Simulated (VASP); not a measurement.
A run of VASP 6.6.1:

The input POSCAR:

```
MgH8Cl2O4
1.0
    5.7082670000      0.0000000000      0.0000000000
    0.0000000000      5.7082670000      0.0000000000
    0.0000000000      0.0000000000      5.7082670000
O H Mg Cl
4 8 1 2
Direct
    0.0441808526      0.7350404953      0.7804457716
    0.7247076564      0.5831042720      0.4209859556
    0.8891554421     -0.0072584565      0.2024009090
    0.7449025912      0.3643742375      0.9099302348
    0.1640690353      0.6171252273      0.8109277665
    0.1380183123      0.8637753176      0.7127454894
    0.8393842982      0.6030119902      0.5462000371
    0.5971940163      0.6931426362      0.4634146186
    1.0384502638      0.0725361896      0.2334008878
    0.7796766748      0.0374319785      0.3282963614
    0.6132843194      0.3169807630      0.8121969871
    0.7971137517      0.2179520040      0.9816180766
    0.8759767113      0.6393415727      0.1043110999
    0.2253390357      0.4463050710      0.1831306312
    0.4581019388      0.0123643018      0.5725510734
```

The input INCAR.step1:

```
SYSTEM = MgH8Cl2O4
  PREC = Accurate
  ENCUT = 680
  ISMEAR = -1
  SIGMA = 0.05
  LREAL = Auto
  LASPH = .True.
  NELM = 120
  NBANDS = 41
  GGA = PE
  ALGO = Normal
  EDIFF = 1E-5
  LWAVE = .True.
  LCHARG = .False.
  GGA_COMPAT = .False.
```

Contents of INCAR.step2:

```
SYSTEM = MgH8Cl2O4
  PREC = Accurate
  ENCUT = 680
  EDIFF = 1E-6
  ISMEAR = -1
  SIGMA = 0.05
  LREAL = Auto
  LASPH = .True.
  NELM = 120
  ALGO = Normal
  ISIF = 2
  LWAVE = .False.
  LCHARG = .False.
  METAGGA = R2SCAN
  LMIXTAU = .True.
  IVDW = 12
  VDW_S6 = 1.0
  VDW_S8 = 0.78981345
  VDW_A1 = 0.49484001
  VDW_A2 = 5.73083694
  NBANDS = 41
  ISTART = 1
  GGA_COMPAT = .False.
```

The input KPOINTS:

```
regular mesh
0
Gamma
  1 1 1
  0 0 0
```

Potentials or basis: VASP PAW PBE potentials, release 64 (O, H, Mg_sv, Cl).

Launch:

```bash
$ cat potpaw_PBE.64/O/POTCAR potpaw_PBE.64/H/POTCAR potpaw_PBE.64/Mg_sv/POTCAR potpaw_PBE.64/Cl/POTCAR > POTCAR
$ cp INCAR.step1 INCAR
$ mpirun -np 1 vasp_gam > vasp.out
$ cp INCAR.step2 INCAR
$ mpirun -np 1 vasp_gam > vasp.out
```

Hardware: 1 thread of AMD EPYC 7R13 Processor (Zen 3), on a shared host.

**Question.** Estimate the wall time of this run.

**Answer.** Wall time 63 s on 1 thread of AMD EPYC 7R13 Processor (Zen 3) (shared host), peak memory 0.34 GiB. Counts: k points 1.
